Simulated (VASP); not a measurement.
Here is a VASP 6.6.1 calculation.

Contents of INCAR:

```
SYSTEM = GaP
ALGO = Normal
EDIFF = 1E-6
EDIFFG = -0.01
ENCUT = 600
IBRION = 2
ISIF = 3
ISMEAR = -1
LASPH = .True.
LCHARG = .False.
LREAL = .False.
LWAVE = .False.
NELM = 80
NSW = 80
PREC = Accurate
SIGMA = 0.02
```

File KPOINTS:

```
k-points
0
Gamma
  8 8 8
  0 0 0
```

File POSCAR:

```
GaP
1.0
    0.0000000000      2.7252500000      2.7252500000
    2.7252500000      0.0000000000      2.7252500000
    2.7252500000      2.7252500000      0.0000000000
Ga P
1 1
Direct
    0.0000000000      0.0000000000      0.0000000000
    0.2500000000      0.2500000000      0.2500000000
```

Potentials or basis: VASP PAW LDA potentials, release 64 (Ga_d, P).

The run is started by

```sh
$ cat potpaw_LDA.64/Ga_d/POTCAR potpaw_LDA.64/P/POTCAR > POTCAR
$ mpirun -np 1 vasp_std > vasp.out
```

Q: Estimate the relaxed cell.

A: a = 3.814 Å, b = 3.814 Å, c = 3.814 Å, α = 60.00°, β = 60.00°, γ = 60.00°.

Q: Estimate the relaxed volume.

A: 19.61 Å³/atom.

Q: Predict the space group after relaxing (to 0.1 Å).

A: F-43m (No. 216).

Q: What does it give for the band gap on the k mesh?

A: 1.43 eV (least direct gap 1.90 eV).

Final structure:
```xyz
2
Lattice="0.0000 2.6967 2.6967 2.6967 0.0000 2.6967 2.6967 2.6967 0.0000" Properties=species:S:1:pos:R:3 pbc="T T T"
Ga    0.0000    0.0000    0.0000
P     1.3483    1.3483    1.3483
```

A k mesh can miss the band edges. Zero-point motion and thermal expansion aren't in these numbers.
